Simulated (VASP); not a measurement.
# P (P6/mmm) in VASP: further runs

P is run at these levels: PBE; tasks: single point.

All numbers are computed with VASP 6.6.1; they aren't measurements. Logs are shortened: lines on timing, memory, paths and dates and some standing lists are left out, and cuts for length are marked.

## (1) The cell of the first run

Symmetry: P6/mmm, No. 191, hexagonal system. Conventional cell: a = 2.220 Å, b = 2.220 Å, c = 2.096 Å, α = 90.00°, β = 90.00°, γ = 120.00°. Within 2.8 Å of P (site symmetry 6/mmm) lie 8 P at 2.10 to 2.22 Å.

## (2) Single point, PBE

File INCAR:

```
SYSTEM = P
ALGO     = Normal         ! electronic algorithm
EDIFF    = 1E-6           ! SCF threshold, eV
ENCUT    = 520            ! plane-wave cutoff, eV
GGA      = PE             ! functional
ISIF     = 2              ! what is computed and relaxed
ISMEAR   = -1             ! smearing method
LASPH    = .True.         ! aspherical terms in the spheres
LCHARG   = .True.         ! write CHGCAR
LELF     = .True.         ! ELF
LREAL    = .False.        ! projectors in reciprocal space
LVHAR    = .True.       
LWAVE    = .False.        ! write WAVECAR
NBANDS   = 8              ! bands
NELM     = 60             ! most SCF steps
PREC     = Accurate       ! precision mode
SIGMA    = 0.08           ! smearing width, eV
```

File KPOINTS:

```
k-points
0
Gamma
  19 19 18
  0 0 0
```

File POSCAR:

```
P
1.0
    2.2196798323      0.0000000000      0.0000000000
   -1.1098399161      1.9222991230      0.0000000000
    0.0000000000      0.0000000000      2.0962756679
P
1
Direct
    0.0000000000      0.0000000000      0.0000000000
```

Potentials or basis: VASP PAW PBE potentials, release 64 (P).

Started as:

```
$ cat potpaw_PBE.64/P/POTCAR > POTCAR
$ mpirun -np 1 vasp_std > vasp.out
```

OUTCAR:

```text
SYSTEM = P
   EDIFF = 1E-6
   ENCUT = 520
   GGA = PE
   ISIF = 2
   ISMEAR = -1
   LASPH = .True.
   LREAL = .False.
   NELM = 60
   PREC = Accurate

 ion  position               nearest neighbor table
   1  0.000  0.000  0.000-

  LATTYP: Found a hexagonal cell.
 ALAT       =     2.2196798323
 C/A-ratio  =     0.9444045206

  Lattice vectors:

 A1 = (   2.2196798323,   0.0000000000,   0.0000000000)
 A2 = (  -1.1098399161,   1.9222991230,   0.0000000000)
 A3 = (   0.0000000000,   0.0000000000,   2.0962756679)

Analysis of symmetry for initial positions (statically):
=====================================================================
 Subroutine PRICEL returns:
 Original cell was already a primitive cell.

 Routine SETGRP: Setting up the symmetry group for a
 hexagonal supercell.

 Subroutine GETGRP returns: Found 24 space group operations
 (whereof 24 operations were pure point group operations)
 out of a pool of 24 trial point group operations.

The static configuration has the point symmetry D_6h.

Analysis of symmetry for dynamics (positions and initial velocities):
=====================================================================
 Subroutine PRICEL returns:
 Original cell was already a primitive cell.

 Routine SETGRP: Setting up the symmetry group for a
 hexagonal supercell.

 Subroutine GETGRP returns: Found 24 space group operations
 (whereof 24 operations were pure point group operations)
 out of a pool of 24 trial point group operations.

The dynamic configuration has the point symmetry D_6h.

 Subroutine INISYM returns: Found 24 space group operations
 (whereof 24 operations are pure point group operations),
 and found     1 'primitive' translations

----------------------------------------------------------------------------------------

                                     Primitive cell

  volume of cell :       8.9446

  direct lattice vectors                    reciprocal lattice vectors
     2.219679832  0.000000000  0.000000000     0.450515424  0.260105201  0.000000000
    -1.109839916  1.922299123  0.000000000     0.000000000  0.520210402  0.000000000
     0.000000000  0.000000000  2.096275668     0.000000000  0.000000000  0.477036496

  length of vectors
     2.219679832  2.219679832  2.096275668     0.520210402  0.520210402  0.477036496

  position of ions in fractional coordinates (direct lattice)
     0.000000000  0.000000000  0.000000000

  ion indices of the primitive-cell ions
   primitive index   ion index
                 1           1

----------------------------------------------------------------------------------------

 KPOINTS: k-points

Automatic generation of k-mesh.
 Grid dimensions read from file:
 generate k-points for:   19   19   18

 Generating k-lattice:

  Cartesian coordinates                     Fractional coordinates (reciprocal lattice)
     0.023711338  0.013689747  0.000000000     0.052631579  0.000000000  0.000000000
     0.000000000  0.027379495  0.000000000     0.000000000  0.052631579  0.000000000
     0.000000000  0.000000000  0.026502028     0.000000000  0.000000000  0.055555556

  Length of vectors
     0.027379495  0.027379495  0.026502028

  Shift w.r.t. Gamma in fractional coordinates (k-lattice)
     0.000000000  0.000000000  0.000000000

 Subroutine IBZKPT returns following result:
 ===========================================

 Found    400 irreducible k-points:

 Following reciprocal coordinates:
            Coordinates               Weight
  0.000000  0.000000  0.000000      1.000000
  0.052632  0.000000  0.000000      6.000000
  0.105263  0.000000  0.000000      6.000000
  0.157895  0.000000  0.000000      6.000000
  0.210526  0.000000  0.000000      6.000000
  0.263158 -0.000000  0.000000      6.000000
[... 16 lines left out ...]
  0.263158  0.105263  0.000000     12.000000
  0.315789  0.105263  0.000000     12.000000
 [... further k-points ...]
   k-points           NKPTS =    400   k-points in BZ     NKDIM =    400   number of bands    NBANDS=      8
   number of dos      NEDOS =    301   number of ions     NIONS =      1
   total plane-waves  NPLWV =   5184
   dimension x,y,z NGX =    18 NGY =   18 NGZ =   16
   dimension x,y,z NGXF=    36 NGYF=   36 NGZF=   32
   ions per type =               1
   NGX,Y,Z   is equivalent  to a cutoff of  13.48, 13.48, 12.69 a.u.
   NGXF,Y,Z  is equivalent  to a cutoff of  26.96, 26.96, 25.38 a.u.
 SYSTEM =  P
   PREC   = accura    normal or accurate (medium, high low for compatibility)
   ISTART =      0    job   : 0-new  1-cont  2-samecut
   ICHARG =      2    charge: 1-file 2-atom 10-const
   ISPIN  =      1    spin polarized calculation?
   LNONCOLLINEAR =      F non collinear calculations
   LSORBIT =      F    spin-orbit coupling
   LASPH  =      T    aspherical Exc in radial PAW
   ENCUT  =  520.0 eV  38.22 Ry    6.18 a.u.   4.13  4.13  3.90*2*pi/ulx,y,z
   NELM   =     60;   NELMIN=  2; NELMDL= -5     # of ELM steps
   EDIFF  = 0.1E-05   stopping-criterion for ELM
   LREAL  =      F    real-space projection
   EDIFFG = 0.1E-04   stopping-criterion for IOM
   NSW    =      0    number of steps for IOM
   IBRION =     -1    ionic relax: 0-MD 1-quasi-New 2-CG
   NFREE  =      0    steps in history (QN), initial steepest desc. (CG)
   ISIF   =      2    stress and relaxation
   ISYM   =      2    0-nonsym 1-usesym 2-fastsym
   POTIM  = 0.5000    time-step for ionic-motion
   TEBEG  =    0.0;   TEEND  =   0.0 temperature during run
   PSTRESS=    0.0 pullay stress
   NELECT =       5.0000    total number of electrons
   NUPDOWN=      -1.0000    fix difference up-down
   EMIN   =  10.00;   EMAX   =-10.00  energy-range for DOS
   EFERMI =   0.00;   METHOD = LEGACY
   ISMEAR =    -1;   SIGMA  =   0.08  broadening in eV -4-tet -1-fermi 0-gaus
   EFERMI_NEDOS =   21; number of points for ismear=-14 and -15
   IALGO  =     38    algorithm
   IMIX   =      4    mixing-type and parameters
     AMIX     =   0.40;   BMIX     =  1.00
     AMIX_MAG =   1.60;   BMIX_MAG =  1.00
  volume/ion in A,a.u.               =       8.94        60.36
  Fermi-wavevector in a.u.,A,eV,Ry     =   1.348585  2.548456 24.744657  1.818681
  Thomas-Fermi vector in A             =   2.476242
   LORBIT       =      0    0 simple, 1 ext, 2 COOP (PROOUT), +10 PAW based schemes
   GGA     = PE    functional components
   LHFCALC =     F    Hartree Fock is set to
   AEXX    =    0.0000 exact exchange contribution
   IVDW    =     0    specifies the selected vdW correction
   LEPSILON=     F    determine dielectric tensor
   LRPA    =     F    only Hartree local field effects (RPA)
 non-spin polarized calculation
  energy-cutoff  :      520.00
  volume of cell :        8.94
 maximum number of plane-waves:       258
 NGX is ok and might be reduce to    18
   NGX =  9   NGY =  9   NGZ =  7

 number of electron       5.0000000 magnetization

 Free energy of the ion-electron system (eV)
  ---------------------------------------------------
  ext. energy  EPLUGINS =         0.00000000
  ---------------------------------------------------
  free energy    TOTEN  =        -3.50320835 eV

  energy without entropy =       -3.49457926  energy(sigma->0) =       -3.49889380

 E-fermi :  18.2494     XC(G=0): -13.6280

 val. band max:       18.2393649862   @ k =   0.4211   0.0000   0.2778
 cond. band min:      18.2508870093   @ k =   0.3158   0.1053   0.2222
 fundamental gap:      0.0115220231
 Fermi energy:        18.2494409689

 k-point     1 :       0.0000    0.0000    0.0000
  band No.  band energies     occupation
      1      -4.3980      2.00000
      2      24.1088      0.00000
      3      25.8073      0.00000
      4      29.5385      0.00000
      5      29.5385      0.00000
      6      30.9771      0.00000
      7      30.9771      0.00000
      8      38.7525      0.00000

 k-point     2 :       0.0526    0.0000    0.0000
  band No.  band energies     occupation
      1      -4.2911      2.00000
      2      23.8415      0.00000
      3      25.8959      0.00000
      4      28.2617      0.00000
      5      28.4657      0.00000
      6      31.4436      0.00000
      7      32.2380      0.00000
      8      39.9097      0.00000

 k-point     3 :       0.1053    0.0000    0.0000
  band No.  band energies     occupation
      1      -3.9708      2.00000
      2      22.7751      0.00000
      3      26.1615      0.00000
      4      26.5475      0.00000
      5      27.0732      0.00000
      6      31.7749      0.00000
      7      34.1941      0.00000
      8      42.5189      0.00000

 k-point     4 :       0.1579    0.0000    0.0000
  band No.  band energies     occupation
      1      -3.4379      2.00000
      2      20.6835      0.00000
      3      25.5192      0.00000
      4      25.8226      0.00000
      5      26.6041      0.00000
      6      32.0627      0.00000
      7      36.3794      0.00000
      8      44.6474      0.00000

 k-point     5 :       0.2105    0.0000    0.0000
  band No.  band energies     occupation
      1      -2.6943      2.00000
      2      18.1065      1.71316
      3      24.7456      0.00000
      4      24.8870      0.00000
      5      27.2230      0.00000
      6      32.5284      0.00000
      7      38.7533      0.00000
      8      45.0837      0.00000
[... 177 lines left out ...]
 k-point    22 :       0.2105    0.1053    0.0000
  band No.  band energies     occupation
      1      -1.4257      2.00000
      2      15.7331      2.00000
      3      19.4006      0.00000
      4      28.2810      0.00000
      5      28.2887      0.00000
      6      33.8849      0.00000
      7      39.6432      0.00000
      8      42.9004      0.00000

 k-point    23 :       0.2632    0.1053    0.0000
  band No.  band energies     occupation
      1      -0.2699      2.00000
      2      13.1734      2.00000
      3      18.6523      0.01291
      4      28.2286      0.00000
      5      29.2451      0.00000
      6      34.7274      0.00000
      7      40.8706      0.00000
      8      41.8492      0.00000

 k-point    24 :       0.3158    0.1053    0.0000
  band No.  band energies     occupation
      1       1.0877      2.00000
      2      10.7336      2.00000
      3      18.0986      1.73660
      4      28.0882      0.00000
      5      30.3706      0.00000
      6      35.8651      0.00000
      7      38.8789      0.00000
      8      43.5159      0.00000

 [... further k-points ...]
[... 5 lines left out ...]
  --------------------------------------------------------------------------------------
  -------------------------------------------------------------------------------------
  Total        6.5972110      6.5972110      6.5960153      0.0000000      0.0000000     -0.0000000
  in kB     1181.7109490   1181.7109490   1181.4967714      0.0000000      0.0000000     -0.0000000
  external PRESSURE =    1181.6395565 kB  Pullay stress =       0.0000000 kB

 VOLUME and BASIS-vectors are now :
 -----------------------------------------------------------------------------
  energy-cutoff  :      520.00
  volume of cell :        8.94
      direct lattice vectors                 reciprocal lattice vectors
     2.219679832  0.000000000  0.000000000     0.450515424  0.260105201  0.000000000
    -1.109839916  1.922299123  0.000000000     0.000000000  0.520210402  0.000000000
     0.000000000  0.000000000  2.096275668     0.000000000  0.000000000  0.477036496

 POSITION                                       TOTAL-FORCE (eV/Angst)
 -----------------------------------------------------------------------------------
      0.00000      0.00000      0.00000        -0.000000      0.000000      0.000000
 -----------------------------------------------------------------------------------
    total drift:                                0.000000     -0.000000     -0.000000

  FREE ENERGIE OF THE ION-ELECTRON SYSTEM (eV)
  ---------------------------------------------------
  free  energy   TOTEN  =        -3.5032083503 eV

  energy  without entropy=       -3.4945792592  energy(sigma->0) =       -3.49889380
```

Wall time 12 s (1 thread of AMD EPYC 9R14 (Zen 4), shared host); peak memory 0.1 GiB.

What came out:

| Quantity | Value |
| --- | --- |
| Free energy | -3.5032 eV |
| Pressure | 118.2 GPa |

## (3) Single point, PBE

File INCAR:

```
SYSTEM = P
PREC = Accurate
ENCUT = 520
EDIFF = 1E-7
ISMEAR = -1
SIGMA = 0.08
LREAL = .FALSE.
LASPH = .TRUE.
NELM = 60
ALGO = Normal
ISIF = 2
LWAVE = .FALSE.
LCHARG = .FALSE.
GGA = PE
NBANDS = 8
```

File KPOINTS:

```
Automatic mesh
0
G
  19 19 18
  0 0 0
```

File POSCAR:

```
P
1.0
    2.2201654831      0.0000000000      0.0000000000
   -1.1100827415      1.9227197090      0.0000000000
    0.0000000000      0.0000000000      2.0960691236
P
1
Direct
    0.0000000000      0.0000000000      0.0000000000
```

Potentials or basis: VASP PAW PBE potentials, release 64 (P).

Started as:

```
$ cat potpaw_PBE.64/P/POTCAR > POTCAR
$ mpirun -np 1 vasp_std > vasp.out
```

It took 13 s on 1 thread of AMD EPYC 9R14 (Zen 4), shared host; peak memory 0.1 GiB.

Results (log left out):

```yaml
Free_energy: -3.5054 eV
Pressure: 118.0 GPa
```

Stress tensor (GPa, compression positive):
```
117.90   0.00   0.00
  0.00 117.90   0.00
  0.00   0.00 118.20
```

Levels at points of the mesh, in eV from the Fermi level:
| k point | band 1 | band 2 | band 3 | band 4 | band 5 | band 6 |
| --- | --- | --- | --- | --- | --- | --- |
| (0.00, 0.00, 0.00) | -22.64 | 5.86 | 7.57 | 11.28 | 11.28 | 12.72 |
| (0.00, 0.00, 0.50) | -15.65 | -13.72 | 16.46 | 16.46 | 16.58 | 16.58 |
